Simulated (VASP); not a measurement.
Input of a VASP 6.6.1 run:

POSCAR

```
Mo
1.0
    2.7384369840      0.0000000000      0.0000000000
   -1.3692184920      2.3715559949      0.0000000000
    0.0000000000      0.0000000000      4.9191062813
Mo
2
Direct
    0.3333333333      0.6666666667      0.2500000000
    0.6666666667      0.3333333333      0.7500000000
```

INCAR.step1

```
PREC = Accurate ; ENCUT = 520
ISMEAR = -1 ; SIGMA = 0.1
LREAL = F ; LASPH = T
NELM = 80 ; NBANDS = 21
GGA = PE ; ALGO = Normal
EDIFF = 1E-4 ; LWAVE = T
LCHARG = F
```

File INCAR.step2:

```
PREC = Accurate ; ENCUT = 520
EDIFF = 1E-7 ; ISMEAR = -1
SIGMA = 0.1 ; LREAL = F
LASPH = T ; NELM = 80
ALGO = Normal ; ISIF = 2
LWAVE = F ; LCHARG = T
METAGGA = R2SCAN ; LMIXTAU = T
LELF = T ; LVHAR = T
NBANDS = 21 ; ISTART = 1
```

The input KPOINTS:

```
regular mesh
0
Gamma
  15 15 7
```

Potentials or basis: VASP PAW PBE potentials, release 64 (Mo_sv).

Command:

```console
$ cat potpaw_PBE.64/Mo_sv/POTCAR > POTCAR
$ cp INCAR.step1 INCAR
$ mpirun -np 1 vasp_std > vasp.out
$ cp INCAR.step2 INCAR
$ mpirun -np 1 vasp_std > vasp.out
```

(1) What does it give for the pressure?

(2) Predict the band gap on the k mesh.

Results:

(1) 1.0 GPa.

(2) zero (bands 14 and 15 overlap by 1.81 eV).

Caveat: the PAW data sets were made with another functional, which shifts forces and pressure a little.
